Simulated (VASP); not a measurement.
# KMgF3 (Pm-3m) in VASP: a series of runs

KMgF3 is run at these levels: RPBE, PBE+D3(BJ), PBE+D4, LDA; tasks: single point, relaxation of cell and atoms.

Program: VASP 6.6.1. These are calculated values, not measurements. Logs are shortened: lines on timing, memory, paths and dates and some standing lists are left out, and cuts for length are marked.

## 1. The cell of the first run

Symmetry: Pm-3m, No. 221, cubic system. The conventional cell has a = 4.137 Å, b = 4.137 Å, c = 4.137 Å, α = 90.00°, β = 90.00°, γ = 90.00°. K (site symmetry m-3m) has 12 F at 2.93 Å and 8 Mg at 3.58 Å within 3.9 Å. Within 2.7 Å of Mg (site symmetry m-3m) lie 6 F at 2.07 Å. F (site symmetry 4/mmm) has 2 Mg at 2.07 Å within 2.7 Å.

## 2. Single point, RPBE

Input file INCAR:

```
SYSTEM = KMgF3
PREC = Accurate
ENCUT = 520
EDIFF = 1E-6
ISMEAR = 0
SIGMA = 0.01
LREAL = .FALSE.
LASPH = .TRUE.
NELM = 80
ALGO = Normal
ISIF = 2
LWAVE = .FALSE.
LCHARG = .FALSE.
GGA = RP
NBANDS = 24
```

Input file KPOINTS:

```
Automatic mesh
0
G
  6 6 6
  0 0 0
```

Input file POSCAR:

```
KMgF3
1.0
    4.1367193987      0.0000000000      0.0000000000
    0.0000000000      4.1367193987      0.0000000000
    0.0000000000      0.0000000000      4.1367193987
K Mg F
1 1 3
Direct
    0.5000000000      0.5000000000      0.5000000000
    0.0000000000      0.0000000000      0.0000000000
    0.5000000000      0.0000000000      0.0000000000
    0.0000000000      0.5000000000      0.0000000000
    0.0000000000      0.0000000000      0.5000000000
```

Potentials or basis: VASP PAW PBE potentials, release 64 (K_sv, Mg, F).

On the command line:

```sh
$ cat potpaw_PBE.64/K_sv/POTCAR potpaw_PBE.64/Mg/POTCAR potpaw_PBE.64/F/POTCAR > POTCAR
$ mpirun -np 1 vasp_std > vasp.out
```

OUTCAR:

```text
SYSTEM = KMgF3
   PREC = Accurate
   ENCUT = 520
   EDIFF = 1E-6
   ISMEAR = 0
   LREAL = .FALSE.
   LASPH = .TRUE.
   NELM = 80
   ISIF = 2
   GGA = RP

 ion  position               nearest neighbor table
   1  0.500  0.500  0.500-   2 3.58   2 3.58   2 3.58   2 3.58   2 3.58   2 3.58   2 3.58   2 3.58

   2  0.000  0.000  0.000-   3 2.07   4 2.07   5 2.07   5 2.07   4 2.07   3 2.07   1 3.58   1 3.58
                             1 3.58   1 3.58   1 3.58   1 3.58   1 3.58   1 3.58
   3  0.500  0.000  0.000-   2 2.07   2 2.07
   4  0.000  0.500  0.000-   2 2.07   2 2.07
   5  0.000  0.000  0.500-   2 2.07   2 2.07

  LATTYP: Found a simple cubic cell.
 ALAT       =     4.1367193987

  Lattice vectors:

 A1 = (   4.1367193987,   0.0000000000,   0.0000000000)
 A2 = (   0.0000000000,   4.1367193987,   0.0000000000)
 A3 = (   0.0000000000,   0.0000000000,   4.1367193987)

Analysis of symmetry for initial positions (statically):
=====================================================================
 Subroutine PRICEL returns:
 Original cell was already a primitive cell.

 Routine SETGRP: Setting up the symmetry group for a
 simple cubic supercell.

 Subroutine GETGRP returns: Found 48 space group operations
 (whereof 48 operations were pure point group operations)
 out of a pool of 48 trial point group operations.

The static configuration has the point symmetry O_h .

Analysis of symmetry for dynamics (positions and initial velocities):
=====================================================================
 Subroutine PRICEL returns:
 Original cell was already a primitive cell.

 Routine SETGRP: Setting up the symmetry group for a
 simple cubic supercell.

 Subroutine GETGRP returns: Found 48 space group operations
 (whereof 48 operations were pure point group operations)
 out of a pool of 48 trial point group operations.

The dynamic configuration has the point symmetry O_h .

 Subroutine INISYM returns: Found 48 space group operations
 (whereof 48 operations are pure point group operations),
 and found     1 'primitive' translations

----------------------------------------------------------------------------------------

                                     Primitive cell

  volume of cell :      70.7894

  direct lattice vectors                    reciprocal lattice vectors
     4.136719399  0.000000000  0.000000000     0.241737450  0.000000000  0.000000000
     0.000000000  4.136719399  0.000000000     0.000000000  0.241737450  0.000000000
     0.000000000  0.000000000  4.136719399     0.000000000  0.000000000  0.241737450

  length of vectors
     4.136719399  4.136719399  4.136719399     0.241737450  0.241737450  0.241737450

  position of ions in fractional coordinates (direct lattice)
     0.500000000  0.500000000  0.500000000
     0.000000000  0.000000000  0.000000000
     0.500000000  0.000000000  0.000000000
     0.000000000  0.500000000  0.000000000
     0.000000000  0.000000000  0.500000000

  ion indices of the primitive-cell ions
   primitive index   ion index
                 1           1
                 2           2
                 3           3
                 4           4
                 5           5

----------------------------------------------------------------------------------------

 KPOINTS: Automatic mesh

Automatic generation of k-mesh.
 Grid dimensions read from file:
 generate k-points for:    6    6    6

 Generating k-lattice:

  Cartesian coordinates                     Fractional coordinates (reciprocal lattice)
     0.040289575  0.000000000  0.000000000     0.166666667  0.000000000  0.000000000
     0.000000000  0.040289575  0.000000000     0.000000000  0.166666667  0.000000000
     0.000000000  0.000000000  0.040289575     0.000000000  0.000000000  0.166666667

  Length of vectors
     0.040289575  0.040289575  0.040289575

  Shift w.r.t. Gamma in fractional coordinates (k-lattice)
     0.000000000  0.000000000  0.000000000

 Subroutine IBZKPT returns following result:
 ===========================================

 Found     20 irreducible k-points:

 Following reciprocal coordinates:
            Coordinates               Weight
  0.000000  0.000000  0.000000      1.000000
  0.166667  0.000000  0.000000      6.000000
  0.333333  0.000000  0.000000      6.000000
  0.500000  0.000000  0.000000      3.000000
  0.166667  0.166667  0.000000     12.000000
  0.333333  0.166667  0.000000     24.000000
[... 12 lines left out ...]
  0.500000  0.500000  0.333333      6.000000
  0.500000  0.500000  0.500000      1.000000
   k-points           NKPTS =     20   k-points in BZ     NKDIM =     20   number of bands    NBANDS=     24
   number of dos      NEDOS =    301   number of ions     NIONS =      5
   total plane-waves  NPLWV =  32768
   dimension x,y,z NGX =    32 NGY =   32 NGZ =   32
   dimension x,y,z NGXF=    64 NGYF=   64 NGZF=   64
   ions per type =               1   1   3
   NGX,Y,Z   is equivalent  to a cutoff of  12.86, 12.86, 12.86 a.u.
   NGXF,Y,Z  is equivalent  to a cutoff of  25.72, 25.72, 25.72 a.u.
 SYSTEM =  KMgF3
   PREC   = accura    normal or accurate (medium, high low for compatibility)
   ISTART =      0    job   : 0-new  1-cont  2-samecut
   ICHARG =      2    charge: 1-file 2-atom 10-const
   ISPIN  =      1    spin polarized calculation?
   LNONCOLLINEAR =      F non collinear calculations
   LSORBIT =      F    spin-orbit coupling
   LASPH  =      T    aspherical Exc in radial PAW
   ENCUT  =  520.0 eV  38.22 Ry    6.18 a.u.   7.69  7.69  7.69*2*pi/ulx,y,z
   NELM   =     80;   NELMIN=  2; NELMDL= -5     # of ELM steps
   EDIFF  = 0.1E-05   stopping-criterion for ELM
   LREAL  =      F    real-space projection
   EDIFFG = 0.1E-04   stopping-criterion for IOM
   NSW    =      0    number of steps for IOM
   IBRION =     -1    ionic relax: 0-MD 1-quasi-New 2-CG
   NFREE  =      0    steps in history (QN), initial steepest desc. (CG)
   ISIF   =      2    stress and relaxation
   ISYM   =      2    0-nonsym 1-usesym 2-fastsym
   POTIM  = 0.5000    time-step for ionic-motion
   TEBEG  =    0.0;   TEEND  =   0.0 temperature during run
   PSTRESS=    0.0 pullay stress
   NELECT =      32.0000    total number of electrons
   NUPDOWN=      -1.0000    fix difference up-down
   EMIN   =  10.00;   EMAX   =-10.00  energy-range for DOS
   EFERMI =   0.00;   METHOD = LEGACY
   ISMEAR =     0;   SIGMA  =   0.01  broadening in eV -4-tet -1-fermi 0-gaus
   EFERMI_NEDOS =   21; number of points for ismear=-14 and -15
   IALGO  =     38    algorithm
   IMIX   =      4    mixing-type and parameters
     AMIX     =   0.40;   BMIX     =  1.00
     AMIX_MAG =   1.60;   BMIX_MAG =  1.00
  volume/ion in A,a.u.               =      14.16        95.54
  Fermi-wavevector in a.u.,A,eV,Ry     =   1.256422  2.374293 21.478095  1.578595
  Thomas-Fermi vector in A             =   2.390130
   LORBIT       =      0    0 simple, 1 ext, 2 COOP (PROOUT), +10 PAW based schemes
   GGA     = RP    functional components
   LHFCALC =     F    Hartree Fock is set to
   AEXX    =    0.0000 exact exchange contribution
   IVDW    =     0    specifies the selected vdW correction
   LEPSILON=     F    determine dielectric tensor
   LRPA    =     F    only Hartree local field effects (RPA)
 non-spin polarized calculation
 Gauss-broadening in eV      SIGMA  =   0.01
  energy-cutoff  :      520.00
  volume of cell :       70.79
 maximum number of plane-waves:      1935
 NGX is ok and might be reduce to    32
   NGX = 15   NGY = 15   NGZ = 15

 number of electron      32.0000019 magnetization

 Free energy of the ion-electron system (eV)
  ---------------------------------------------------
  ext. energy  EPLUGINS =         0.00000000
  ---------------------------------------------------
  free energy    TOTEN  =       -23.23904294 eV

  energy without entropy =      -23.23904294  energy(sigma->0) =      -23.23904294

 E-fermi :  -1.8434     XC(G=0):  -8.7234

 val. band max:       -1.9139624966   @ k =   0.5000   0.5000   0.5000
 cond. band min:       4.8962631399   @ k =   0.0000   0.0000   0.0000
 fundamental gap:      6.8102256365
 Fermi energy:        -1.8433626204

 k-point     1 :       0.0000    0.0000    0.0000
  band No.  band energies     occupation
      1     -27.9857      2.00000
      2     -21.8647      2.00000
      3     -21.3607      2.00000
      4     -21.3607      2.00000
      5     -11.4127      2.00000
      6     -11.4127      2.00000
[... 16 lines left out ...]
     23      11.1560      0.00000
     24      13.9876      0.00000

 k-point     2 :       0.1667    0.0000    0.0000
  band No.  band energies     occupation
      1     -27.9823      2.00000
      2     -21.8380      2.00000
      3     -21.3884      2.00000
      4     -21.3594      2.00000
      5     -11.4146      2.00000
      6     -11.4050      2.00000
[... 16 lines left out ...]
     23      11.1457      0.00000
     24      13.8588      0.00000

 k-point     3 :       0.3333    0.0000    0.0000
  band No.  band energies     occupation
      1     -27.9754      2.00000
      2     -21.7739      2.00000
      3     -21.4569      2.00000
      4     -21.3570      2.00000
      5     -11.4186      2.00000
      6     -11.3897      2.00000
[... 16 lines left out ...]
     23      11.2519      0.00000
     24      13.5606      0.00000
[... 406 lines left out ...]
 k-point    19 :       0.5000    0.5000    0.3333
  band No.  band energies     occupation
      1     -27.9558      2.00000
      2     -21.5097      2.00000
      3     -21.5042      2.00000
      4     -21.5042      2.00000
      5     -11.5124      2.00000
      6     -11.5124      2.00000
[... 16 lines left out ...]
     23      12.1083      0.00000
     24      12.1269      0.00000

 k-point    20 :       0.5000    0.5000    0.5000
  band No.  band energies     occupation
      1     -27.9539      2.00000
      2     -21.5013      2.00000
      3     -21.5013      2.00000
      4     -21.5013      2.00000
      5     -11.5268      2.00000
      6     -11.5268      2.00000
[... 16 lines left out ...]
     23      12.0126      0.00000
     24      12.5114      0.00000

------------------------ aborting loop because EDIFF is reached ----------------------------------------

  FORCE on cell =-STRESS in cart. coord.  units (eV):
  Direction    XX          YY          ZZ          XY          YZ          ZX
  --------------------------------------------------------------------------------------
  -------------------------------------------------------------------------------------
  Total       -0.1739311     -0.1739311     -0.1739311      0.0000000     -0.0000000      0.0000000
  in kB       -3.9365858     -3.9365858     -3.9365858      0.0000000     -0.0000000      0.0000000
  external PRESSURE =      -3.9365858 kB  Pullay stress =       0.0000000 kB

 VOLUME and BASIS-vectors are now :
 -----------------------------------------------------------------------------
  energy-cutoff  :      520.00
  volume of cell :       70.79
      direct lattice vectors                 reciprocal lattice vectors
     4.136719399  0.000000000  0.000000000     0.241737450  0.000000000  0.000000000
     0.000000000  4.136719399  0.000000000     0.000000000  0.241737450  0.000000000
     0.000000000  0.000000000  4.136719399     0.000000000  0.000000000  0.241737450

 POSITION                                       TOTAL-FORCE (eV/Angst)
 -----------------------------------------------------------------------------------
      2.06836      2.06836      2.06836         0.000000      0.000000      0.000000
      0.00000      0.00000      0.00000         0.000000      0.000000      0.000000
      2.06836      0.00000      0.00000         0.000000      0.000000      0.000000
      0.00000      2.06836      0.00000         0.000000      0.000000      0.000000
      0.00000      0.00000      2.06836         0.000000      0.000000      0.000000
 -----------------------------------------------------------------------------------
    total drift:                                0.000000      0.000000     -0.000000

  FREE ENERGIE OF THE ION-ELECTRON SYSTEM (eV)
  ---------------------------------------------------
  free  energy   TOTEN  =       -23.2390429375 eV

  energy  without entropy=      -23.2390429375  energy(sigma->0) =      -23.23904294
```

Wall time 20 s (1 thread of Intel Xeon Platinum 8488C (Sapphire Rapids), shared host); peak memory 0.19 GiB.

Results:

```
Free energy            : -23.2390 eV
Pressure               : -0.4 GPa
Band gap on the k mesh : 6.81 eV, indirect (least direct gap 7.12 eV)
```

Caveat: the PAW data sets were made with another functional, which shifts forces and pressure a little.

[end of part 1 of 3]
